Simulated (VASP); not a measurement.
# SiC2 (Fmmm) in VASP: further runs, part 2 of 2

VASP 6.6.1. Earlier steps stand in the parts before.

## Step 3: Relaxation of cell and atoms, PBE

This run uses another cell than the first one, of 12.12 Å³/atom.

INCAR

```
ALGO = Normal ; EDIFF = 1E-7
EDIFFG = -0.04 ; ENCUT = 600
GGA = PE ; IBRION = 2
ISIF = 3 ; ISMEAR = 0
LASPH = T ; LCHARG = F
LREAL = F ; LWAVE = F
NELM = 60 ; NSW = 90
PREC = Accurate ; SIGMA = 0.1
```

KPOINTS

```
k-points
0
Gamma
  6 6 6
```

POSCAR

```
SiC2
1.0
    0.0000000000      3.2874998816      4.4341923930
    2.4941837774      0.0000000000      4.4341923930
    2.4941837774      3.2874998816      0.0000000000
Si C
2 4
Direct
    0.2839882795      0.7160117205      0.7160117205
    0.7160117205      0.2839882795      0.2839882795
    0.6607810673      0.9547143045      0.3392189327
    0.0452856955      0.3392189327      0.9547143045
    0.9547143045      0.6607810673      0.0452856955
    0.3392189327      0.0452856955      0.6607810673
```

Potentials or basis: VASP PAW PBE potentials, release 64 (Si, C).

Started as:

```sh
$ cat potpaw_PBE.64/Si/POTCAR potpaw_PBE.64/C/POTCAR > POTCAR
$ mpirun -np 1 vasp_std > vasp.out
```

OUTCAR:

```text
EDIFF = 1E-7
   EDIFFG = -0.04
   ENCUT = 600
   GGA = PE
   IBRION = 2
   ISIF = 3
   ISMEAR = 0
   LASPH = T
   LREAL = F
   NELM = 60
   NSW = 90
   PREC = Accurate

 ion  position               nearest neighbor table
   1  0.284  0.716  0.716-   5 1.84   6 1.84   2 2.16   2 2.83
   2  0.716  0.284  0.284-   3 1.84   4 1.84   1 2.16   1 2.83
   3  0.661  0.955  0.339-   6 1.45   5 1.47   2 1.84
   4  0.045  0.339  0.955-   5 1.45   6 1.47   2 1.84
   5  0.955  0.661  0.045-   4 1.45   3 1.47   1 1.84
   6  0.339  0.045  0.661-   3 1.45   4 1.47   1 1.84

  LATTYP: Found a face centered orthorhombic cell.
 ALAT       =     4.9883675548
 B/A-ratio  =     1.3180664197
 C/A-ratio  =     1.7778130197

  Lattice vectors:

 A1 = (   0.0000000000,   3.2874998816,   4.4341923930)
 A2 = (   2.4941837774,   0.0000000000,   4.4341923930)
 A3 = (   2.4941837774,   3.2874998816,   0.0000000000)

Analysis of symmetry for initial positions (statically):
=====================================================================
 Subroutine PRICEL returns:
 Original cell was already a primitive cell.

 Routine SETGRP: Setting up the symmetry group for a
 face centered orthorhombic supercell.

 Subroutine GETGRP returns: Found  8 space group operations
 (whereof  8 operations were pure point group operations)
 out of a pool of  8 trial point group operations.

The static configuration has the point symmetry D_2h.

Analysis of symmetry for dynamics (positions and initial velocities):
=====================================================================
 Subroutine PRICEL returns:
 Original cell was already a primitive cell.

 Routine SETGRP: Setting up the symmetry group for a
 face centered orthorhombic supercell.

 Subroutine GETGRP returns: Found  8 space group operations
 (whereof  8 operations were pure point group operations)
 out of a pool of  8 trial point group operations.

The dynamic configuration has the point symmetry D_2h.

 Subroutine INISYM returns: Found  8 space group operations
 (whereof  8 operations are pure point group operations),
 and found     1 'primitive' translations

----------------------------------------------------------------------------------------

                                     Primitive cell

  volume of cell :      72.7175

  direct lattice vectors                    reciprocal lattice vectors
     0.000000000  3.287499882  4.434192393    -0.200466383  0.152091260  0.112760105
     2.494183777  0.000000000  4.434192393     0.200466383 -0.152091260  0.112760105
     2.494183777  3.287499882  0.000000000     0.200466383  0.152091260 -0.112760105

  length of vectors
     5.519938193  5.087535247  4.126573420     0.275741479  0.275741479  0.275741479

  position of ions in fractional coordinates (direct lattice)
     0.283988280  0.716011720  0.716011720
     0.716011720  0.283988280  0.283988280
     0.660781067  0.954714305  0.339218933
     0.045285695  0.339218933  0.954714305
     0.954714305  0.660781067  0.045285695
     0.339218933  0.045285695  0.660781067

  ion indices of the primitive-cell ions
   primitive index   ion index
                 1           1
                 2           2
                 3           3
                 4           4
                 5           5
[... 35 lines left out ...]
  0.333333  0.166667  0.000000      8.000000
[... 16 lines left out ...]
 -0.166667  0.166667  0.166667      8.000000
  0.500000  0.333333  0.166667      4.000000
 [... further k-points ...]
   k-points           NKPTS =     46   k-points in BZ     NKDIM =     46   number of bands    NBANDS=     16
   number of dos      NEDOS =    301   number of ions     NIONS =      6
   total plane-waves  NPLWV =  72576
   dimension x,y,z NGX =    48 NGY =   42 NGZ =   36
   dimension x,y,z NGXF=    96 NGYF=   84 NGZF=   72
   ions per type =               2   4
   NGX,Y,Z   is equivalent  to a cutoff of  14.46, 13.72, 14.50 a.u.
   NGXF,Y,Z  is equivalent  to a cutoff of  28.91, 27.45, 29.01 a.u.
 SYSTEM =  unknown system
   PREC   = accura    normal or accurate (medium, high low for compatibility)
   ISTART =      0    job   : 0-new  1-cont  2-samecut
   ICHARG =      2    charge: 1-file 2-atom 10-const
   ISPIN  =      1    spin polarized calculation?
   LNONCOLLINEAR =      F non collinear calculations
   LSORBIT =      F    spin-orbit coupling
   LASPH  =      T    aspherical Exc in radial PAW
   ENCUT  =  600.0 eV  44.10 Ry    6.64 a.u.  11.02 10.16  8.24*2*pi/ulx,y,z
   NELM   =     60;   NELMIN=  2; NELMDL= -5     # of ELM steps
   EDIFF  = 0.1E-06   stopping-criterion for ELM
   LREAL  =      F    real-space projection
   EDIFFG = -.4E-01   stopping-criterion for IOM
   NSW    =     90    number of steps for IOM
   IBRION =      2    ionic relax: 0-MD 1-quasi-New 2-CG
   NFREE  =      1    steps in history (QN), initial steepest desc. (CG)
   ISIF   =      3    stress and relaxation
   ISYM   =      2    0-nonsym 1-usesym 2-fastsym
   POTIM  = 0.5000    time-step for ionic-motion
   TEBEG  =    0.0;   TEEND  =   0.0 temperature during run
   PSTRESS=    0.0 pullay stress
   NELECT =      24.0000    total number of electrons
   NUPDOWN=      -1.0000    fix difference up-down
   EMIN   =  10.00;   EMAX   =-10.00  energy-range for DOS
   EFERMI =   0.00;   METHOD = LEGACY
   ISMEAR =     0;   SIGMA  =   0.10  broadening in eV -4-tet -1-fermi 0-gaus
   EFERMI_NEDOS =   21; number of points for ismear=-14 and -15
   IALGO  =     38    algorithm
   IMIX   =      4    mixing-type and parameters
     AMIX     =   0.40;   BMIX     =  1.00
     AMIX_MAG =   1.60;   BMIX_MAG =  1.00
  volume/ion in A,a.u.               =      12.12        81.79
  Fermi-wavevector in a.u.,A,eV,Ry     =   1.131355  2.137951 17.414978  1.279965
  Thomas-Fermi vector in A             =   2.268054
   LORBIT       =      0    0 simple, 1 ext, 2 COOP (PROOUT), +10 PAW based schemes
   GGA     = PE    functional components
   LHFCALC =     F    Hartree Fock is set to
   AEXX    =    0.0000 exact exchange contribution
   IVDW    =     0    specifies the selected vdW correction
   LEPSILON=     F    determine dielectric tensor
   LRPA    =     F    only Hartree local field effects (RPA)
 conjugate gradient relaxation of ions
 non-spin polarized calculation
 Gauss-broadening in eV      SIGMA  =   0.10
  energy-cutoff  :      600.00
  volume of cell :       72.72
 maximum number of plane-waves:      2444
 NGX is ok and might be reduce to    48
   NGX = 23   NGY = 21   NGZ = 17

--------------------------------------- Ionic step        1  -------------------------------------------

 number of electron      24.0000000 magnetization

 Free energy of the ion-electron system (eV)
  ---------------------------------------------------
  ext. energy  EPLUGINS =         0.00000000
  ---------------------------------------------------
  free energy    TOTEN  =       -43.88616928 eV

  energy without entropy =      -43.88459330  energy(sigma->0) =      -43.88538129

------------------------ aborting loop because EDIFF is reached ----------------------------------------

  FORCE on cell =-STRESS in cart. coord.  units (eV):
  Direction    XX          YY          ZZ          XY          YZ          ZX
  --------------------------------------------------------------------------------------
  -------------------------------------------------------------------------------------
  Total       -0.2434461     -0.0104906      0.1970941      0.0000000      0.0000000      0.0000000
  in kB       -5.3638264     -0.2311375      4.3425559      0.0000000      0.0000000      0.0000000
  external PRESSURE =      -0.4174694 kB  Pullay stress =       0.0000000 kB
[... 67 lines left out ...]
--------------------------------------- Ionic step        3  -------------------------------------------

 number of electron      24.0000000 magnetization

 Free energy of the ion-electron system (eV)
  ---------------------------------------------------
  ext. energy  EPLUGINS =         0.00000000
  ---------------------------------------------------
  free energy    TOTEN  =       -43.88641019 eV

  energy without entropy =      -43.88476855  energy(sigma->0) =      -43.88558937

 E-fermi :   5.5378     XC(G=0): -10.1108

 val. band max:        5.5296912652   @ k =  -0.1667   0.3333   0.5000
 cond. band min:       5.5753387363   @ k =  -0.3333   0.5000   0.1667
 fundamental gap:      0.0456474711
 Fermi energy:         5.5377593095

 k-point     1 :       0.0000    0.0000    0.0000
  band No.  band energies     occupation
      1     -11.4820      2.00000
      2      -7.2531      2.00000
      3      -6.9187      2.00000
      4      -3.9573      2.00000
      5      -2.3916      2.00000
      6      -2.2881      2.00000
[... 433 lines left out ...]
      3      -7.2223      2.00000
      4      -4.7431      2.00000
      5      -2.1740      2.00000
      6      -1.2333      2.00000
[... 8 lines left out ...]
     15       8.1256      0.00000
     16       9.8947      0.00000

 [... further k-points ...]
[... 5 lines left out ...]
  --------------------------------------------------------------------------------------
  -------------------------------------------------------------------------------------
  Total       -0.0206653     -0.0263930      0.0673186     -0.0000000      0.0000000      0.0000000
  in kB       -0.4553810     -0.5815976      1.4834363     -0.0000000      0.0000000      0.0000000
  external PRESSURE =       0.1488192 kB  Pullay stress =       0.0000000 kB
[... 21 lines left out ...]
  FREE ENERGIE OF THE ION-ELECTRON SYSTEM (eV)
  ---------------------------------------------------
  free  energy   TOTEN  =       -43.8864101926 eV

  energy  without entropy=      -43.8847685515  energy(sigma->0) =      -43.88558937

 reached required accuracy - stopping structural energy minimisation
```

OSZICAR:

```text
N       E                     dE             d eps       ncg     rms          rms(c)
DAV:   1     0.890121285234E+02    0.89012E+02   -0.12334E+04  1472   0.148E+03
DAV:   2    -0.400760258347E+02   -0.12909E+03   -0.12719E+03  2016   0.240E+02
[... 23 lines left out ...]
DAV:   1    -0.438866755429E+02   -0.14482E-02   -0.58715E-02  1688   0.191E+00    0.126E-01
DAV:   2    -0.438865403389E+02    0.13520E-03   -0.16550E-03  2064   0.313E-01    0.639E-02
DAV:   3    -0.438864071529E+02    0.13319E-03   -0.31849E-04  1904   0.141E-01    0.129E-02
DAV:   4    -0.438864104421E+02   -0.32891E-05   -0.54231E-05  1928   0.495E-02    0.619E-03
DAV:   5    -0.438864102359E+02    0.20616E-06   -0.14124E-06  2024   0.924E-03    0.211E-03
DAV:   6    -0.438864101926E+02    0.43309E-07   -0.10924E-07  1440   0.252E-03
   3 F= -.43886410E+02 E0= -.43885589E+02  d E =-.240911E-03
```

Run time: 4.6 min. Hardware: 1 thread of AMD EPYC 7R13, shared host; peak memory 0.25 GiB.

Results:

| Item | Value |
| --- | --- |
| Free energy | -43.8864 eV |
| Relaxed volume | 12.12 Å³/atom |
| Relaxed cell | a = 5.522 Å, b = 5.089 Å, c = 4.126 Å, α = 72.78°, β = 61.68°, γ = 45.54° |
| Space group after relaxing (to 0.1 Å) | Fmmm (No. 69) |
| Energy gained by relaxing | 0.0 meV/atom |
| Ionic steps | 3 |
| Pressure after relaxing | 0.0 GPa |
| Largest force after relaxing | 0.012 eV/Å |
| Band gap on the k mesh | zero (bands 12 and 13 overlap by 0.41 eV) |

Forces on the atoms (eV/Å):
```
Si   0.011  0.000  0.000
Si  -0.011  0.000  0.000
C    0.011  0.000 -0.002
C    0.011  0.000  0.002
C   -0.011  0.000 -0.002
C   -0.011  0.000  0.002
```

Stress tensor (GPa, compression positive):
```
-0.05  0.00  0.00
 0.00 -0.06  0.00
 0.00  0.00  0.15
```

Step by step:
| step | energy change (eV) | largest force (eV/Å) | pressure (GPa) | volume (Å³) |
| --- | --- | --- | --- | --- |
| 1 | 0.0000 | 0.0569 | -0.04 | 72.72 |
| 2 | 0.0009 | 0.1643 | 0.15 | 72.68 |
| 3 | -0.0002 | 0.0116 | 0.01 | 72.71 |

Final structure:
```
CELL_PARAMETERS angstrom
0.00000 3.28741 4.43638
2.49266 0.00000 4.43638
2.49266 3.28741 0.00000
ATOMIC_POSITIONS crystal
Si 0.28416 0.71584 0.71584
Si 0.71584 0.28416 0.28416
C 0.66087 0.95455 0.33913
C 0.04545 0.33913 0.95455
C 0.95455 0.66087 0.04545
C 0.33913 0.04545 0.66087
```

Caveat: semilocal functionals underestimate gaps, so a narrow gap can read as zero.
